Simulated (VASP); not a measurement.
# NaZrO2: single point with PBE

The system is NaZrO2.

```
Na Zr O
1.0
     3.13567    0.00000    0.00000
    -1.56784    2.71557    0.00000
     0.00000    0.00000    5.97591
Na Zr O
1 1 2
Cartesian
  0.0000 0.0000 0.0000
  0.0000 0.0000 2.9880
  0.0000 1.8104 4.2885
  1.5678 0.9052 1.6874
```

The cell was built from a structure type or drawn by symmetry, and may not be a known phase.

- Program: VASP 6.6.1
- Task: single point
- Functional: PBE
- Potentials or basis: VASP PAW PBE potentials, release 64 (Na_pv, Zr_sv, O)
- Cutoff: 520 eV
- k mesh: 18 × 18 × 8
- Occupations: gaussian, width 0.1 eV
- Spin: no spin polarisation
- Dipole correction: no
- Further INCAR settings: ALGO = Normal; EDIFF = 1e-07; NBANDS = 24

| Item | Value |
| --- | --- |
| Pressure | 0.2 GPa |
| Largest force | 0.021 eV/Å |
| Band gap on the k mesh | zero (an odd number of electrons rules out a gap without spin polarisation) |

Forces on the atoms (eV/Å):
```
Na   0.000  0.000  0.000
Zr   0.000  0.000  0.000
O    0.000  0.000  0.021
O    0.000  0.000 -0.021
```

Levels at points of the mesh, in eV from the Fermi level:
```csv
k point,band 12,band 13,band 14,band 15,band 16,band 17,band 18,band 19
"(0.00, 0.00, 0.00)",-5.66,-4.64,-3.94,-3.94,0.07,1.04,1.04,1.37
"(0.50, 0.00, 0.00)",-5.63,-5.51,-4.92,-4.32,-0.92,3.24,3.78,4.69
"(0.00, 0.00, 0.50)",-5.64,-5.62,-3.99,-3.99,0.91,1.05,1.05,2.63
"(0.50, 0.00, 0.50)",-5.74,-5.64,-4.70,-4.31,-0.94,3.27,3.78,4.18
```

Run time: 100 s on 1 thread of Intel(R) Xeon(R) 6975P-C (Granite Rapids) (shared host), peak memory 0.4 GiB.

Caveat: an odd number of electrons without spin polarisation forces a metal; a magnetic or distorted state may lie lower.
